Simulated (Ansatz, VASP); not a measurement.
## One calculation of SiC, two programs

```
CELL_PARAMETERS angstrom
3.07600 0.00000 0.00000
-1.53800 2.66389 0.00000
0.00000 0.00000 5.04800
ATOMIC_POSITIONS crystal
Si 0.33333 0.66667 0.00000
Si 0.66667 0.33333 0.50000
C 0.33333 0.66667 0.38500
C 0.66667 0.33333 0.88500
```

Alike in both runs: task single point; functional PBE; k mesh 5 × 5 × 3; no spin polarisation.

|  | VASP | Ansatz |
| --- | --- | --- |
| version | VASP 6.6.1 | Ansatz 0.2.0 |
| potentials or method | VASP PAW PBE potentials, release 64 (Si, C) | plane waves, PAW |
| plane-wave cutoff (eV) | 520 | 420 |
| occupations | gaussian, width 0.01 eV | fixed |
| valence electrons in the cell | 16 | 16 |

```csv
,VASP,Ansatz,Ansatz less VASP
gap on the k mesh at the Fermi level (eV),2.80,2.80,+0.001
```

The k mesh is coarse, so the values compare programs but aren't converged.
